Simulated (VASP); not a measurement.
# Dy2BiP3 (P-6m2) in VASP: further runs, part 2 of 2

VASP 6.6.1. Earlier steps stand in the parts before.

### 4 Relaxation of cell and atoms, PBE

This run uses another cell than the first one, of 30.52 Å³/atom.

File INCAR:

```
SYSTEM = Dy2BiP3
PREC = Accurate ; ENCUT = 500
EDIFF = 1E-7 ; ISMEAR = 0
SIGMA = 0.1 ; LREAL = .FALSE.
LASPH = .TRUE. ; NELM = 200
ALGO = Normal ; ISIF = 3
LWAVE = .FALSE. ; LCHARG = .FALSE.
GGA = PE ; IBRION = 2
NSW = 90 ; EDIFFG = -0.04
GGA_COMPAT = .FALSE. ; NELMIN = 4
LMAXMIX = 6
```

File KPOINTS:

```
regular mesh
0
G
  6 6 2
  0 0 0
```

File POSCAR:

```
Dy2BiP3
1.0
    4.5959361500      0.0000000000      0.0000000000
   -2.2979680700      3.9801974600      0.0000000000
    0.0000000000      0.0000000000     10.0120109900
Dy Bi P
2 1 3
Direct
    0.3333333300      0.6666666700      0.2516720000
    0.3333333300      0.6666666700      0.7483280000
    0.6666666700      0.3333333300      0.0000000000
    0.6666666700      0.3333333300      0.5000000000
    0.0000000000      0.0000000000      0.0000000000
    0.0000000000      0.0000000000      0.5000000000
```

Started as:

```console
$ cat potpaw_PBE.64/Dy_3/POTCAR potpaw_PBE.64/Bi_d/POTCAR potpaw_PBE.64/P/POTCAR > POTCAR
$ mpirun -np 1 vasp_std > vasp.out
```

It took 8.6 min on 1 thread of Intel Xeon Platinum 8488C (Sapphire Rapids), shared host; peak memory 0.37 GiB.

The run converged. Its results:

```yaml
Free_energy: -31.4333 eV
Relaxed_volume: 22.59 Å³/atom
Relaxed_cell: a = 4.538 Å, b = 4.538 Å, c = 7.601 Å, α = 90.00°, β = 90.00°, γ = 120.00°
Space_group_after_relaxing_to_0.1_Å: P-6m2 (No. 187)
Energy_gained_by_relaxing: 599.2 meV/atom
Ionic_steps: 11
Pressure_after_relaxing: 0.0 GPa
Largest_force_after_relaxing: 0.020 eV/Å
Band_gap_on_the_k_mesh: zero (bands 24 and 25 overlap by 1.74 eV)
```

Forces on the atoms (eV/Å):
```
Dy   0.000  0.000  0.020
Dy   0.000  0.000 -0.020
Bi   0.000  0.000  0.000
P    0.000  0.000  0.000
P    0.000  0.000  0.000
P    0.000  0.000  0.000
```

Stress tensor (GPa, compression positive):
```
-0.10  0.00  0.00
 0.00 -0.10  0.00
 0.00  0.00  0.05
```

The path:
```
step  energy change (eV)  largest force (eV/Å)  pressure (GPa)  volume (Å³)
   1              0.0000                0.7143           -8.71       183.15
   2             -2.4497                1.0305           -0.89       142.08
   3             -2.6452                1.0789            3.37       133.14
   4             -3.4581                0.8622            1.68       131.37
   5             -3.4674                0.8096            1.71       131.02
   6             -3.5411                0.5658           -0.92       135.82
   7             -3.5444                0.5027           -1.50       137.04
   8             -3.5908                0.1380           -0.18       135.32
   9             -3.5934                0.0698            0.25       134.84
  10             -3.5934                0.0599            0.31       134.76
  11             -3.5951                0.0197           -0.05       135.54
```

Final structure:
```cif
data_structure
_symmetry_space_group_name_H-M 'P 1'
_symmetry_Int_Tables_number 1
_cell_length_a 4.5378
_cell_length_b 4.5378
_cell_length_c 7.6007
_cell_angle_alpha 90.000
_cell_angle_beta 90.000
_cell_angle_gamma 120.000
_cell_volume 135.54
loop_
_atom_site_label
_atom_site_type_symbol
_atom_site_fract_x
_atom_site_fract_y
_atom_site_fract_z
_atom_site_occupancy
Dy1 Dy 0.33333 0.66667 0.28307 1
Dy2 Dy 0.33333 0.66667 0.71693 1
Bi1 Bi 0.66667 0.33333 0.00000 1
P1 P 0.66667 0.33333 0.50000 1
P2 P 0.00000 0.00000 0.00000 1
P3 P 0.00000 0.00000 0.50000 1
```

Levels at points of the mesh, in eV from the Fermi level:
| k point | band 20 | band 21 | band 22 | band 23 | band 24 | band 25 | band 26 | band 27 | band 28 |
| --- | --- | --- | --- | --- | --- | --- | --- | --- | --- |
| (0.00, 0.00, 0.00) | -3.58 | -2.23 | -1.93 | -1.93 | -0.74 | -0.09 | 0.05 | 0.05 | 0.63 |
| (0.50, 0.00, 0.00) | -3.69 | -2.25 | -1.86 | 0.30 | 0.92 | 1.07 | 1.57 | 2.24 | 2.29 |
| (0.00, 0.00, 0.50) | -3.92 | -3.92 | -1.64 | -1.64 | -0.63 | -0.63 | 0.34 | 0.70 | 1.45 |
| (0.50, 0.00, 0.50) | -3.08 | -2.84 | -2.47 | -1.97 | 1.07 | 1.58 | 1.79 | 2.06 | 2.20 |

Caveat: the volume moved by over 15 % at a fixed basis, so the end points are rough; spin-orbit coupling is left out, which moves the levels of the heavy elements; the 4f electrons are frozen in the core, so they carry no moment and show no levels. Spin polarisation is off, so any magnetic state and its effect on volume and gap are missing.

### 5 Single point, PBE

This run uses another cell than the first one, of 22.74 Å³/atom.

File INCAR:

```
PREC     = Accurate       # precision mode
ENCUT    = 500            # plane-wave cutoff, eV
EDIFF    = 1E-6           # SCF threshold, eV
ISMEAR   = 0              # smearing method
SIGMA    = 0.1            # smearing width, eV
LREAL    = F              # projectors in reciprocal space
LASPH    = T              # aspherical terms in the spheres
NELM     = 200            # most SCF steps
ALGO     = Normal         # electronic algorithm
ISIF     = 2              # what is computed and relaxed
LWAVE    = F              # write WAVECAR
LCHARG   = F              # write CHGCAR
GGA      = PE             # functional
NBANDS   = 33             # bands
GGA_COMPAT= F            
LMAXMIX  = 6              # l up to which the mixer works
```

File KPOINTS:

```
regular mesh
0
Gamma
  12 12 6
```

File POSCAR:

```
Dy2BiP3
1.0
    4.5252305597      0.0000000000      0.0000000000
   -2.2626152799      3.9189646227      0.0000000000
    0.0000000000      0.0000000000      7.6920660299
Dy Bi P
2 1 3
Direct
    0.3333333333      0.6666666667      0.2885735209
    0.3333333333      0.6666666667      0.7114264791
    0.6666666667      0.3333333333      0.0000000000
    0.6666666667      0.3333333333      0.5000000000
    0.0000000000      0.0000000000      0.0000000000
    0.0000000000      0.0000000000      0.5000000000
```

Potentials or basis: VASP PAW PBE potentials, release 64 (Dy_3, Bi_d, P), 4f in core.

Started as:

```console
$ cat potpaw_PBE.64/Dy_3/POTCAR potpaw_PBE.64/Bi_d/POTCAR potpaw_PBE.64/P/POTCAR > POTCAR
$ mpirun -np 1 vasp_std > vasp.out
```

OUTCAR:

```text
PREC = Accurate
   ENCUT = 500
   EDIFF = 1E-6
   ISMEAR = 0
   LREAL = F
   LASPH = T
   NELM = 200
   ISIF = 2
   GGA = PE

 ion  position               nearest neighbor table
   1  0.333  0.667  0.289-   4 3.08   4 3.08   6 3.08   6 3.08   6 3.08   4 3.08   2 3.25   3 3.43
                             3 3.43   3 3.43
   2  0.333  0.667  0.711-   4 3.08   4 3.08   6 3.08   6 3.08   6 3.08   4 3.08   1 3.25   3 3.43
                             3 3.43   3 3.43
   3  0.667  0.333  0.000-   5 2.61   5 2.61   5 2.61   2 3.43   1 3.43   2 3.43   1 3.43   1 3.43
                             2 3.43
   4  0.667  0.333  0.500-   6 2.61   6 2.61   6 2.61   2 3.08   1 3.08   2 3.08   1 3.08   1 3.08
                             2 3.08
   5  0.000  0.000  0.000-   3 2.61   3 2.61   3 2.61
   6  0.000  0.000  0.500-   4 2.61   4 2.61   4 2.61   1 3.08   2 3.08   1 3.08   2 3.08   1 3.08
                             2 3.08

  LATTYP: Found a hexagonal cell.
 ALAT       =     4.5252305597
 C/A-ratio  =     1.6998174852

  Lattice vectors:

 A1 = (   4.5252305597,   0.0000000000,   0.0000000000)
 A2 = (  -2.2626152799,   3.9189646227,   0.0000000000)
 A3 = (   0.0000000000,   0.0000000000,   7.6920660299)

Analysis of symmetry for initial positions (statically):
=====================================================================
 Subroutine PRICEL returns:
 Original cell was already a primitive cell.

 Routine SETGRP: Setting up the symmetry group for a
 hexagonal supercell.

 Subroutine GETGRP returns: Found 12 space group operations
 (whereof 12 operations were pure point group operations)
 out of a pool of 24 trial point group operations.

The static configuration has the point symmetry D_3h.

Analysis of symmetry for dynamics (positions and initial velocities):
=====================================================================
 Subroutine PRICEL returns:
 Original cell was already a primitive cell.

 Routine SETGRP: Setting up the symmetry group for a
 hexagonal supercell.

 Subroutine GETGRP returns: Found 12 space group operations
 (whereof 12 operations were pure point group operations)
 out of a pool of 24 trial point group operations.

The dynamic configuration has the point symmetry D_3h.

 Subroutine INISYM returns: Found 12 space group operations
 (whereof 12 operations are pure point group operations),
 and found     1 'primitive' translations

----------------------------------------------------------------------------------------

                                     Primitive cell

  volume of cell :     136.4128

  direct lattice vectors                    reciprocal lattice vectors
     4.525230560  0.000000000  0.000000000     0.220983216  0.127584719  0.000000000
    -2.262615280  3.918964623  0.000000000     0.000000000  0.255169438  0.000000000
     0.000000000  0.000000000  7.692066030     0.000000000  0.000000000  0.130004084

  length of vectors
     4.525230560  4.525230560  7.692066030     0.255169438  0.255169438  0.130004084

  position of ions in fractional coordinates (direct lattice)
     0.333333333  0.666666667  0.288573521
     0.333333333  0.666666667  0.711426479
     0.666666667  0.333333333  0.000000000
     0.666666667  0.333333333  0.500000000
     0.000000000  0.000000000  0.000000000
     0.000000000  0.000000000  0.500000000
[... 33 lines left out ...]

 Found     76 irreducible k-points:

 Following reciprocal coordinates:
            Coordinates               Weight
  0.000000  0.000000  0.000000      1.000000
  0.083333 -0.000000  0.000000      6.000000
  0.166667 -0.000000  0.000000      6.000000
  0.250000 -0.000000  0.000000      6.000000
  0.333333 -0.000000  0.000000      6.000000
  0.416667 -0.000000  0.000000      6.000000
[... 16 lines left out ...]
  0.250000 -0.000000  0.166667     12.000000
  0.333333 -0.000000  0.166667     12.000000
 [... further k-points ...]
   k-points           NKPTS =     76   k-points in BZ     NKDIM =     76   number of bands    NBANDS=     33
   number of dos      NEDOS =    301   number of ions     NIONS =      6
   total plane-waves  NPLWV =  72576
   dimension x,y,z NGX =    36 NGY =   36 NGZ =   56
   dimension x,y,z NGXF=    72 NGYF=   72 NGZF=  112
   ions per type =               2   1   3
   NGX,Y,Z   is equivalent  to a cutoff of  13.23, 13.23, 12.10 a.u.
   NGXF,Y,Z  is equivalent  to a cutoff of  26.45, 26.45, 24.21 a.u.
 SYSTEM =  unknown system
   PREC   = accura    normal or accurate (medium, high low for compatibility)
   ISTART =      0    job   : 0-new  1-cont  2-samecut
   ICHARG =      2    charge: 1-file 2-atom 10-const
   ISPIN  =      1    spin polarized calculation?
   LNONCOLLINEAR =      F non collinear calculations
   LSORBIT =      F    spin-orbit coupling
   LASPH  =      T    aspherical Exc in radial PAW
   ENCUT  =  500.0 eV  36.75 Ry    6.06 a.u.   8.25  8.25 14.02*2*pi/ulx,y,z
   NELM   =    200;   NELMIN=  2; NELMDL= -5     # of ELM steps
   EDIFF  = 0.1E-05   stopping-criterion for ELM
   LREAL  =      F    real-space projection
   EDIFFG = 0.1E-04   stopping-criterion for IOM
   NSW    =      0    number of steps for IOM
   IBRION =     -1    ionic relax: 0-MD 1-quasi-New 2-CG
   NFREE  =      0    steps in history (QN), initial steepest desc. (CG)
   ISIF   =      2    stress and relaxation
   ISYM   =      2    0-nonsym 1-usesym 2-fastsym
   POTIM  = 0.5000    time-step for ionic-motion
   TEBEG  =    0.0;   TEEND  =   0.0 temperature during run
   PSTRESS=    0.0 pullay stress
   NELECT =      48.0000    total number of electrons
   NUPDOWN=      -1.0000    fix difference up-down
   EMIN   =  10.00;   EMAX   =-10.00  energy-range for DOS
   EFERMI =   0.00;   METHOD = LEGACY
   ISMEAR =     0;   SIGMA  =   0.10  broadening in eV -4-tet -1-fermi 0-gaus
   EFERMI_NEDOS =   21; number of points for ismear=-14 and -15
   IALGO  =     38    algorithm
   IMIX   =      4    mixing-type and parameters
     AMIX     =   0.40;   BMIX     =  1.00
     AMIX_MAG =   1.60;   BMIX_MAG =  1.00
  volume/ion in A,a.u.               =      22.74       153.43
  Fermi-wavevector in a.u.,A,eV,Ry     =   1.155767  2.184083 18.174621  1.335797
  Thomas-Fermi vector in A             =   2.292393
   LORBIT       =      0    0 simple, 1 ext, 2 COOP (PROOUT), +10 PAW based schemes
   GGA     = PE    functional components
   LHFCALC =     F    Hartree Fock is set to
   AEXX    =    0.0000 exact exchange contribution
   IVDW    =     0    specifies the selected vdW correction
   LEPSILON=     F    determine dielectric tensor
   LRPA    =     F    only Hartree local field effects (RPA)
 non-spin polarized calculation
 Gauss-broadening in eV      SIGMA  =   0.10
  energy-cutoff  :      500.00
  volume of cell :      136.41
 maximum number of plane-waves:      3486
 NGX is ok and might be reduce to    36
   NGX = 17   NGY = 17   NGZ = 29

 number of electron      47.9999998 magnetization

 Free energy of the ion-electron system (eV)
  ---------------------------------------------------
  ext. energy  EPLUGINS =         0.00000000
  ---------------------------------------------------
  free energy    TOTEN  =       -31.50184720 eV

  energy without entropy =      -31.49062550  energy(sigma->0) =      -31.49623635

 E-fermi :   6.5837     XC(G=0): -10.4316

 val. band max:        6.5630120475   @ k =   0.4167   0.0833   0.0000
 cond. band min:       6.5985045788   @ k =   0.0833  -0.0000   0.1667
 fundamental gap:      0.0354925313
 Fermi energy:         6.5837320737

 k-point     1 :       0.0000    0.0000    0.0000
  band No.  band energies     occupation
      1     -17.7069      2.00000
      2     -17.4449      2.00000
      3     -17.4449      2.00000
      4     -17.3940      2.00000
      5     -17.3940      2.00000
      6     -17.2848      2.00000
[... 853 lines left out ...]
     32       9.7544      0.00000
     33       9.9529      0.00000

 [... further k-points ...]
[... 5 lines left out ...]
  --------------------------------------------------------------------------------------
  -------------------------------------------------------------------------------------
  Total       -0.0679924     -0.0679924      0.0170800      0.0000000     -0.0000000     -0.0000000
  in kB       -0.7985757     -0.7985757      0.2006058      0.0000000     -0.0000000     -0.0000000
  external PRESSURE =      -0.4655152 kB  Pullay stress =       0.0000000 kB

 VOLUME and BASIS-vectors are now :
 -----------------------------------------------------------------------------
  energy-cutoff  :      500.00
  volume of cell :      136.41
      direct lattice vectors                 reciprocal lattice vectors
     4.525230560  0.000000000  0.000000000     0.220983216  0.127584719  0.000000000
    -2.262615280  3.918964623  0.000000000     0.000000000  0.255169438  0.000000000
     0.000000000  0.000000000  7.692066030     0.000000000  0.000000000  0.130004084

 POSITION                                       TOTAL-FORCE (eV/Angst)
 -----------------------------------------------------------------------------------
     -0.00000      2.61264      2.21973        -0.000000     -0.000000     -0.002057
     -0.00000      2.61264      5.47234         0.000000     -0.000000      0.002057
      2.26262      1.30632      0.00000         0.000000      0.000000      0.000000
      2.26262      1.30632      3.84603         0.000000     -0.000000      0.000000
      0.00000      0.00000      0.00000         0.000000     -0.000000      0.000000
      0.00000      0.00000      3.84603        -0.000000     -0.000000      0.000000
 -----------------------------------------------------------------------------------
    total drift:                               -0.000001      0.000000      0.000000

  FREE ENERGIE OF THE ION-ELECTRON SYSTEM (eV)
  ---------------------------------------------------
  free  energy   TOTEN  =       -31.5018471995 eV

  energy  without entropy=      -31.4906254960  energy(sigma->0) =      -31.49623635
```

It took 3.9 min on 1 thread of Intel Xeon Platinum 8488C (Sapphire Rapids), shared host; peak memory 0.45 GiB.

What came out:

* Free energy: -31.5018 eV
* Pressure: 0.0 GPa
* Band gap on the k mesh: zero (bands 24 and 25 overlap by 2.03 eV)

Forces in eV/Å, atoms in the order of the input:
```
Dy   0.000  0.000 -0.002
Dy   0.000  0.000  0.002
Bi   0.000  0.000  0.000
P    0.000  0.000  0.000
P    0.000  0.000  0.000
P    0.000  0.000  0.000
```

Stress tensor (GPa, compression positive):
```
-0.08  0.00  0.00
 0.00 -0.08  0.00
 0.00  0.00  0.02
```

Caveat: spin-orbit coupling is left out, which moves the levels of the heavy elements; the 4f electrons are frozen in the core, so they carry no moment and show no levels. Spin polarisation is off, so any magnetic state and its effect on volume and gap are missing.

### 6 Summary

```csv
task,cell,k mesh,gap on the mesh (eV),pressure (GPa),largest force (eV/Å)
single point,"a = 4.532, b = 4.532, c = 7.640 Å, angles 90.0, 90.0, 120.0°, 6 atoms, atomic positions A",6 × 6 × 2,none,0.0,0.03
single point,"a = 4.596, b = 4.596, c = 10.012 Å, angles 90.0, 90.0, 120.0°, 6 atoms, atomic positions B",6 × 6 × 2,none,-8.7,0.71
relaxation of cell and atoms,"relaxed from a = 4.596, b = 4.596, c = 10.012 Å, angles 90.0, 90.0, 120.0°, 6 atoms, atomic positions B",6 × 6 × 2,none,0.0,0.02
single point,"a = 4.525, b = 4.525, c = 7.692 Å, angles 90.0, 90.0, 120.0°, 6 atoms, atomic positions C",12 × 12 × 6,none,0.0,-
```

Alike in all rows: level PBE; potentials or basis VASP PAW PBE potentials, release 64 (Dy_3, Bi_d, P), 4f in core; no spin polarisation; cutoff (eV) 500; smearing gaussian 0.1 eV.

Caveats: some runs use coarse meshes; spin-orbit coupling is left out, which moves the levels of the heavy elements; the 4f electrons are frozen in the core, so they carry no moment and show no levels; the stress differs along the axes, from -15 to -5 GPa (at least some runs); the volume moved by over 15 % at a fixed basis, so the end points are rough (at least some runs).

Absolute energies hang on the potentials; compare differences alone.

The gap in the log of VASP goes by the Fermi energy; the results here count the filled bands.